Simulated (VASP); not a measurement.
# ZnSe2 (Pa-3) in VASP: notebook

The runs below take ZnSe2 through relaxation of cell and atoms, with PBEsol.

Program: VASP 6.6.1. These are calculated values, not measurements. Logs are shortened: lines on timing, memory, paths and dates and some standing lists are left out, and cuts for length are marked.

**1. The cell of the first run**

Symmetry: Pa-3, No. 205, cubic system. The conventional cell has a = 6.279 Å, b = 6.279 Å, c = 6.279 Å, α = 90.00°, β = 90.00°, γ = 90.00°. Zn (site symmetry -3) has 6 Se at 2.64 Å within 3.5 Å. Within 3.2 Å of Se (site symmetry 3) lie 1 Se at 2.39 Å and 3 Zn at 2.64 Å.

**2. Relaxation of cell and atoms, PBEsol, target pressure -2 GPa, at which the enthalpy is minimised**

The input, INCAR:

```
SYSTEM = ZnSe2
PREC     = Accurate       ! precision mode
ENCUT    = 500            ! plane-wave cutoff, eV
EDIFF    = 1E-7           ! SCF threshold, eV
ISMEAR   = 0              ! smearing method
SIGMA    = 0.02           ! smearing width, eV
LREAL    = .False.        ! projectors in reciprocal space
LASPH    = .True.         ! aspherical terms in the spheres
NELM     = 120            ! most SCF steps
ALGO     = Normal         ! electronic algorithm
ISIF     = 3              ! what is computed and relaxed
LWAVE    = .False.        ! write WAVECAR
LCHARG   = .False.        ! write CHGCAR
GGA      = PS             ! functional
IBRION   = 2              ! ionic algorithm
NSW      = 70             ! ionic steps
EDIFFG   = -0.008         ! ionic threshold
PSTRESS  = -20.0        
GGA_COMPAT= .False.      
NELMIN   = 4
```

The input, KPOINTS:

```
Automatic mesh
0
Gamma
  4 4 4
  0 0 0
```

The input, POSCAR:

```
ZnSe2
1.0
    6.2791411510      0.0000000000      0.0000000000
    0.0000000000      6.2791411510      0.0000000000
    0.0000000000      0.0000000000      6.2791411510
Zn Se
4 8
Direct
    0.5000000000      0.5000000000      0.0000000000
    0.5000000000      0.0000000000      0.5000000000
    0.0000000000      0.5000000000      0.5000000000
    0.0000000000      0.0000000000      0.0000000000
    0.1099629536      0.8900370464      0.3900370464
    0.8900370464      0.3900370464      0.1099629536
    0.3900370464      0.1099629536      0.8900370464
    0.6099629536      0.6099629536      0.6099629536
    0.8900370464      0.1099629536      0.6099629536
    0.1099629536      0.6099629536      0.8900370464
    0.6099629536      0.8900370464      0.1099629536
    0.3900370464      0.3900370464      0.3900370464
```

Potentials or basis: VASP PAW PBE potentials, release 64 (Zn, Se).

Command:

```
cat potpaw_PBE.64/Zn/POTCAR potpaw_PBE.64/Se/POTCAR > POTCAR
mpirun -np 1 vasp_std > vasp.out
```

OUTCAR:

```text
SYSTEM = ZnSe2
   PREC = Accurate
   ENCUT = 500
   EDIFF = 1E-7
   ISMEAR = 0
   LREAL = .False.
   LASPH = .True.
   NELM = 120
   ISIF = 3
   GGA = PS
   IBRION = 2
   NSW = 70
   EDIFFG = -0.008
   PSTRESS = -20.0
   NELMIN = 4

 ion  position               nearest neighbor table
   1  0.500  0.500  0.000-   6 2.64   7 2.64   8 2.64  10 2.64  11 2.64  12 2.64
   2  0.500  0.000  0.500-   5 2.64   7 2.64   8 2.64   9 2.64  11 2.64  12 2.64
   3  0.000  0.500  0.500-   5 2.64   6 2.64   8 2.64   9 2.64  10 2.64  12 2.64
   4  0.000  0.000  0.000-   5 2.64   6 2.64   7 2.64   9 2.64  10 2.64  11 2.64
   5  0.110  0.890  0.390-   9 2.39   3 2.64   4 2.64   2 2.64
   6  0.890  0.390  0.110-  10 2.39   3 2.64   4 2.64   1 2.64
   7  0.390  0.110  0.890-  11 2.39   2 2.64   4 2.64   1 2.64
   8  0.610  0.610  0.610-  12 2.39   2 2.64   3 2.64   1 2.64
   9  0.890  0.110  0.610-   5 2.39   3 2.64   4 2.64   2 2.64
  10  0.110  0.610  0.890-   6 2.39   3 2.64   4 2.64   1 2.64
  11  0.610  0.890  0.110-   7 2.39   2 2.64   4 2.64   1 2.64
  12  0.390  0.390  0.390-   8 2.39   2 2.64   3 2.64   1 2.64

  LATTYP: Found a simple cubic cell.
 ALAT       =     6.2791411510

  Lattice vectors:

 A1 = (   6.2791411510,   0.0000000000,   0.0000000000)
 A2 = (   0.0000000000,   6.2791411510,   0.0000000000)
 A3 = (   0.0000000000,   0.0000000000,   6.2791411510)

Analysis of symmetry for initial positions (statically):
=====================================================================
 Subroutine PRICEL returns:
 Original cell was already a primitive cell.

 Routine SETGRP: Setting up the symmetry group for a
 simple cubic supercell.

 Subroutine GETGRP returns: Found 24 space group operations
 (whereof  6 operations were pure point group operations)
 out of a pool of 48 trial point group operations.

The static configuration has the point symmetry S_6 .
 The point group associated with its full space group is T_h .

Analysis of symmetry for dynamics (positions and initial velocities):
=====================================================================
 Subroutine PRICEL returns:
 Original cell was already a primitive cell.

 Routine SETGRP: Setting up the symmetry group for a
 simple cubic supercell.

 Subroutine GETGRP returns: Found 24 space group operations
 (whereof  6 operations were pure point group operations)
 out of a pool of 48 trial point group operations.

The dynamic configuration has the point symmetry S_6 .
 The point group associated with its full space group is T_h .

 Subroutine INISYM returns: Found 24 space group operations
 (whereof  6 operations are pure point group operations),
 and found     1 'primitive' translations

----------------------------------------------------------------------------------------

                                     Primitive cell

  volume of cell :     247.5716

  direct lattice vectors                    reciprocal lattice vectors
     6.279141151  0.000000000  0.000000000     0.159257449  0.000000000  0.000000000
     0.000000000  6.279141151  0.000000000     0.000000000  0.159257449  0.000000000
     0.000000000  0.000000000  6.279141151     0.000000000  0.000000000  0.159257449

  length of vectors
     6.279141151  6.279141151  6.279141151     0.159257449  0.159257449  0.159257449

  position of ions in fractional coordinates (direct lattice)
     0.500000000  0.500000000  0.000000000
     0.500000000  0.000000000  0.500000000
     0.000000000  0.500000000  0.500000000
     0.000000000  0.000000000  0.000000000
     0.109962954  0.890037046  0.390037046
     0.890037046  0.390037046  0.109962954
     0.390037046  0.109962954  0.890037046
     0.609962954  0.609962954  0.609962954
     0.890037046  0.109962954  0.609962954
     0.109962954  0.609962954  0.890037046
     0.609962954  0.890037046  0.109962954
     0.390037046  0.390037046  0.390037046

  ion indices of the primitive-cell ions
   primitive index   ion index
                 1           1
                 2           2
                 3           3
                 4           4
                 5           5
                 6           6
                 7           7
                 8           8
                 9           9
                10          10
                11          11
                12          12

----------------------------------------------------------------------------------------

 KPOINTS: Automatic mesh

Automatic generation of k-mesh.
 Grid dimensions read from file:
 generate k-points for:    4    4    4

 Generating k-lattice:

  Cartesian coordinates                     Fractional coordinates (reciprocal lattice)
     0.039814362  0.000000000  0.000000000     0.250000000  0.000000000  0.000000000
     0.000000000  0.039814362  0.000000000     0.000000000  0.250000000  0.000000000
     0.000000000  0.000000000  0.039814362     0.000000000  0.000000000  0.250000000

  Length of vectors
     0.039814362  0.039814362  0.039814362

  Shift w.r.t. Gamma in fractional coordinates (k-lattice)
     0.000000000  0.000000000  0.000000000

 Subroutine IBZKPT returns following result:
 ===========================================

 Found     11 irreducible k-points:

 Following reciprocal coordinates:
            Coordinates               Weight
  0.000000  0.000000  0.000000      1.000000
  0.250000  0.000000  0.000000      6.000000
  0.500000  0.000000  0.000000      3.000000
  0.250000  0.250000  0.000000     12.000000
  0.500000  0.250000  0.000000      6.000000
 -0.250000  0.500000  0.000000      6.000000
  0.500000  0.500000  0.000000      3.000000
  0.250000  0.250000  0.250000      8.000000
  0.500000  0.250000  0.250000     12.000000
  0.500000  0.500000  0.250000      6.000000
  0.500000  0.500000  0.500000      1.000000
   k-points           NKPTS =     11   k-points in BZ     NKDIM =     11   number of bands    NBANDS=     57
   number of dos      NEDOS =    301   number of ions     NIONS =     12
   total plane-waves  NPLWV = 110592
   dimension x,y,z NGX =    48 NGY =   48 NGZ =   48
   dimension x,y,z NGXF=    96 NGYF=   96 NGZF=   96
   ions per type =               4   8
   NGX,Y,Z   is equivalent  to a cutoff of  12.71, 12.71, 12.71 a.u.
   NGXF,Y,Z  is equivalent  to a cutoff of  25.42, 25.42, 25.42 a.u.
 SYSTEM =  ZnSe2
   PREC   = accura    normal or accurate (medium, high low for compatibility)
   ISTART =      0    job   : 0-new  1-cont  2-samecut
   ICHARG =      2    charge: 1-file 2-atom 10-const
   ISPIN  =      1    spin polarized calculation?
   LNONCOLLINEAR =      F non collinear calculations
   LSORBIT =      F    spin-orbit coupling
   LASPH  =      T    aspherical Exc in radial PAW
   ENCUT  =  500.0 eV  36.75 Ry    6.06 a.u.  11.45 11.45 11.45*2*pi/ulx,y,z
   NELM   =    120;   NELMIN=  4; NELMDL= -5     # of ELM steps
   EDIFF  = 0.1E-06   stopping-criterion for ELM
   LREAL  =      F    real-space projection
   EDIFFG = -.8E-02   stopping-criterion for IOM
   NSW    =     70    number of steps for IOM
   IBRION =      2    ionic relax: 0-MD 1-quasi-New 2-CG
   NFREE  =      1    steps in history (QN), initial steepest desc. (CG)
   ISIF   =      3    stress and relaxation
   ISYM   =      2    0-nonsym 1-usesym 2-fastsym
   POTIM  = 0.5000    time-step for ionic-motion
   TEBEG  =    0.0;   TEEND  =   0.0 temperature during run
   PSTRESS=  -20.0 pullay stress
   NELECT =      96.0000    total number of electrons
   NUPDOWN=      -1.0000    fix difference up-down
   EMIN   =  10.00;   EMAX   =-10.00  energy-range for DOS
   EFERMI =   0.00;   METHOD = LEGACY
   ISMEAR =     0;   SIGMA  =   0.02  broadening in eV -4-tet -1-fermi 0-gaus
   EFERMI_NEDOS =   21; number of points for ismear=-14 and -15
   IALGO  =     38    algorithm
   IMIX   =      4    mixing-type and parameters
     AMIX     =   0.40;   BMIX     =  1.00
     AMIX_MAG =   1.60;   BMIX_MAG =  1.00
  volume/ion in A,a.u.               =      20.63       139.22
  Fermi-wavevector in a.u.,A,eV,Ry     =   1.193800  2.255955 19.390466  1.425159
  Thomas-Fermi vector in A             =   2.329806
   LORBIT       =      0    0 simple, 1 ext, 2 COOP (PROOUT), +10 PAW based schemes
   GGA     = PS    functional components
   LHFCALC =     F    Hartree Fock is set to
   AEXX    =    0.0000 exact exchange contribution
   IVDW    =     0    specifies the selected vdW correction
   LEPSILON=     F    determine dielectric tensor
   LRPA    =     F    only Hartree local field effects (RPA)
 conjugate gradient relaxation of ions
 non-spin polarized calculation
 Gauss-broadening in eV      SIGMA  =   0.02
  energy-cutoff  :      500.00
  volume of cell :      247.57
 maximum number of plane-waves:      6355
 NGX is ok and might be reduce to    48
   NGX = 23   NGY = 23   NGZ = 23

--------------------------------------- Ionic step        1  -------------------------------------------

 number of electron      95.9999937 magnetization

 Free energy of the ion-electron system (eV)
  ---------------------------------------------------
  ext. energy  EPLUGINS =         0.00000000
  ---------------------------------------------------
  free energy    TOTEN  =       -41.20742564 eV

  energy without entropy =      -41.20742564  energy(sigma->0) =      -41.20742564

------------------------ aborting loop because EDIFF is reached ----------------------------------------

  FORCE on cell =-STRESS in cart. coord.  units (eV):
  Direction    XX          YY          ZZ          XY          YZ          ZX
  --------------------------------------------------------------------------------------
  -------------------------------------------------------------------------------------
  Total       -1.8300067     -1.8300067     -1.8300067      0.0000000     -0.0000000     -0.0000000
  in kB      -11.8430217    -11.8430217    -11.8430217      0.0000000     -0.0000000     -0.0000000
  external PRESSURE =       8.1569783 kB  Pullay stress =     -20.0000000 kB
[... 129 lines left out ...]
  enthalpy is  TOTEN    =       -44.3083264910 eV   P V=       -3.1367106333

--------------------------------------- Ionic step        4  -------------------------------------------

 number of electron      96.0000032 magnetization

 Free energy of the ion-electron system (eV)
  ---------------------------------------------------
  ext. energy  EPLUGINS =         0.00000000
  ---------------------------------------------------
  free energy    TOTEN  =       -41.17229877 eV

  energy without entropy =      -41.17229877  energy(sigma->0) =      -41.17229877

 E-fermi :   3.7674     XC(G=0): -10.2105

 val. band max:        3.6811963056   @ k =   0.0000   0.0000   0.0000
 cond. band min:       4.4094516784   @ k =   0.2500   0.2500   0.2500
 fundamental gap:      0.7282553727
 Fermi energy:         3.7674230213

 k-point     1 :       0.0000    0.0000    0.0000
  band No.  band energies     occupation
      1     -11.7371      2.00000
      2     -10.6565      2.00000
      3     -10.6565      2.00000
      4     -10.6565      2.00000
      5      -8.4802      2.00000
      6      -8.4802      2.00000
[... 688 lines left out ...]
  FREE ENERGIE OF THE ION-ELECTRON SYSTEM (eV)
  ---------------------------------------------------
  free  energy   TOTEN  =       -41.1722987670 eV

  energy  without entropy=      -41.1722987670  energy(sigma->0) =      -41.17229877

  enthalpy is  TOTEN    =       -44.3098939647 eV   P V=       -3.1375951977

 reached required accuracy - stopping structural energy minimisation
```

Wall time 11 min (1 thread of Oxide Virtual Turin-like, shared host); peak memory 0.35 GiB.

Results:

| Item | Value |
| --- | --- |
| Free energy | -41.1723 eV |
| Relaxed volume | 20.95 Å³/atom |
| Relaxed cell | a = 6.311 Å, b = 6.311 Å, c = 6.311 Å, α = 90.00°, β = 90.00°, γ = 90.00° |
| Space group after relaxing (to 0.1 Å) | Pa-3 (No. 205) |
| Energy change on relaxing (the run minimises the enthalpy) | +2.9 meV/atom |
| Ionic steps | 4 |
| Pressure after relaxing | -2.0 GPa |
| Band gap on the k mesh | 0.73 eV (least direct gap 0.93 eV) |

The path:
| step | energy change (eV) | largest force (eV/Å) | pressure (GPa) | volume (Å³) |
| --- | --- | --- | --- | --- |
| 1 | 0.0000 | 0.0745 | -1.18 | 247.57 |
| 2 | 0.0368 | 0.0854 | -2.12 | 251.35 |
| 3 | 0.0358 | 0.0852 | -2.10 | 251.28 |
| 4 | 0.0351 | 0.0002 | -1.99 | 251.35 |

Final structure:
```yaml
crystal:
  lattice:
    - [6.31092, 0.00000, 0.00000]
    - [0.00000, 6.31092, 0.00000]
    - [0.00000, 0.00000, 6.31092]
  atoms:
    - { symbol: Zn, position: [0.50000, 0.50000, 0.00000] }
    - { symbol: Zn, position: [0.50000, 0.00000, 0.50000] }
    - { symbol: Zn, position: [0.00000, 0.50000, 0.50000] }
    - { symbol: Zn, position: [0.00000, 0.00000, 0.00000] }
    - { symbol: Se, position: [0.10922, 0.89078, 0.39078] }
    - { symbol: Se, position: [0.89078, 0.39078, 0.10922] }
    - { symbol: Se, position: [0.39078, 0.10922, 0.89078] }
    - { symbol: Se, position: [0.60922, 0.60922, 0.60922] }
    - { symbol: Se, position: [0.89078, 0.10922, 0.60922] }
    - { symbol: Se, position: [0.10922, 0.60922, 0.89078] }
    - { symbol: Se, position: [0.60922, 0.89078, 0.10922] }
    - { symbol: Se, position: [0.39078, 0.39078, 0.39078] }
```

Caveat: the cell is relaxed towards a set pressure, so the run minimises the enthalpy, not the energy; the PAW data sets were made with another functional, which shifts forces and pressure a little.

**3. Relaxation of cell and atoms, PBEsol, target pressure 20 GPa, at which the enthalpy is minimised**

This run uses another cell than the first one, of 16.70 Å³/atom.

The input, INCAR:

```
ALGO = Normal
EDIFF = 1E-7
EDIFFG = -0.008
ENCUT = 500
GGA = PS
GGA_COMPAT = F
IBRION = 2
ISIF = 3
ISMEAR = 0
LASPH = T
LCHARG = F
LREAL = F
LWAVE = F
NELM = 120
NELMIN = 4
NSW = 70
PREC = Accurate
PSTRESS = 200.0
SIGMA = 0.02
```

The input, KPOINTS:

```
k-points
0
Gamma
  6 6 6
```

The input, POSCAR:

```
ZnSe2
1.0
    5.8524313629      0.0000000000      0.0000000000
    0.0000000000      5.8524313629      0.0000000000
    0.0000000000      0.0000000000      5.8524313629
Zn Se
4 8
Direct
    0.5000000000      0.5000000000      0.0000000000
    0.5000000000      0.0000000000      0.5000000000
    0.0000000000      0.5000000000      0.5000000000
    0.0000000000      0.0000000000      0.0000000000
    0.1125817604      0.8874182396      0.3874182396
    0.8874182396      0.3874182396      0.1125817604
    0.3874182396      0.1125817604      0.8874182396
    0.6125817604      0.6125817604      0.6125817604
    0.8874182396      0.1125817604      0.6125817604
    0.1125817604      0.6125817604      0.8874182396
    0.6125817604      0.8874182396      0.1125817604
    0.3874182396      0.3874182396      0.3874182396
```

Potentials or basis: VASP PAW PBE potentials, release 64 (Zn, Se).

Command:

```
cat potpaw_PBE.64/Zn/POTCAR potpaw_PBE.64/Se/POTCAR > POTCAR
mpirun -np 1 vasp_std > vasp.out
```

It took 36 min on 1 thread of Oxide Virtual Turin-like, shared host; peak memory 0.42 GiB.

It converged, with:

* Free energy: -39.0371 eV
* Relaxed volume: 16.83 Å³/atom
* Relaxed cell: a = 5.867 Å, b = 5.867 Å, c = 5.867 Å, α = 90.00°, β = 90.00°, γ = 90.00°
* Space group after relaxing (to 0.1 Å): Pa-3 (No. 205)
* Energy change on relaxing (the run minimises the enthalpy): -19.0 meV/atom
* Ionic steps: 5
* Pressure after relaxing: 20.0 GPa
* Largest force after relaxing: 0.006 eV/Å
* Band gap on the k mesh: 0.02 eV

Forces in eV/Å, atoms in the order of the input:
```
Zn   0.000  0.000  0.000
Zn   0.000  0.000  0.000
Zn   0.000  0.000  0.000
Zn   0.000  0.000  0.000
Se   0.003 -0.003 -0.003
Se  -0.003 -0.003  0.003
Se  -0.003  0.003 -0.003
Se   0.003  0.003  0.003
Se  -0.003  0.003  0.003
Se   0.003  0.003 -0.003
Se   0.003 -0.003  0.003
Se  -0.003 -0.003 -0.003
```

Step by step:
```
step  energy change (eV)  largest force (eV/Å)  pressure (GPa)  volume (Å³)
   1              0.0000                0.5018           21.88       200.45
   2             -0.7063                0.2414           16.58       206.18
   3             -0.3706                0.1196           19.32       203.12
   4             -0.2023                0.0118           20.16       201.73
   5             -0.2277                0.0058           20.05       201.93
```

Final structure:
```cif
data_structure
_symmetry_space_group_name_H-M 'P 1'
_symmetry_Int_Tables_number 1
_cell_length_a 5.8668
_cell_length_b 5.8668
_cell_length_c 5.8668
_cell_angle_alpha 90.000
_cell_angle_beta 90.000
_cell_angle_gamma 90.000
_cell_volume 201.93
loop_
_atom_site_label
_atom_site_type_symbol
_atom_site_fract_x
_atom_site_fract_y
_atom_site_fract_z
_atom_site_occupancy
Zn1 Zn 0.50000 0.50000 0.00000 1
Zn2 Zn 0.50000 0.00000 0.50000 1
Zn3 Zn 0.00000 0.50000 0.50000 1
Zn4 Zn 0.00000 0.00000 0.00000 1
Se1 Se 0.11432 0.88568 0.38568 1
Se2 Se 0.88568 0.38568 0.11432 1
Se3 Se 0.38568 0.11432 0.88568 1
Se4 Se 0.61432 0.61432 0.61432 1
Se5 Se 0.88568 0.11432 0.61432 1
Se6 Se 0.11432 0.61432 0.88568 1
Se7 Se 0.61432 0.88568 0.11432 1
Se8 Se 0.38568 0.38568 0.38568 1
```

Levels at points of the mesh, in eV from the valence-band top:
| k point | band 46 | band 47 | band 48 | band 49 | band 50 | band 51 |
| --- | --- | --- | --- | --- | --- | --- |
| (0.00, 0.00, 0.00) | -1.15 | 0.00 | 0.00 | 0.02 | 2.29 | 2.29 |
| (0.50, 0.00, 0.00) | -1.73 | -0.21 | -0.21 | 0.89 | 0.89 | 1.21 |
| (0.50, 0.50, 0.00) | -1.93 | -1.93 | -1.93 | 0.99 | 0.99 | 0.99 |
| (0.50, 0.50, 0.50) | -2.19 | -2.19 | -2.19 | 0.67 | 0.67 | 0.67 |

Caveat: the cell is relaxed towards a set pressure, so the run minimises the enthalpy, not the energy; the PAW data sets were made with another functional, which shifts forces and pressure a little.
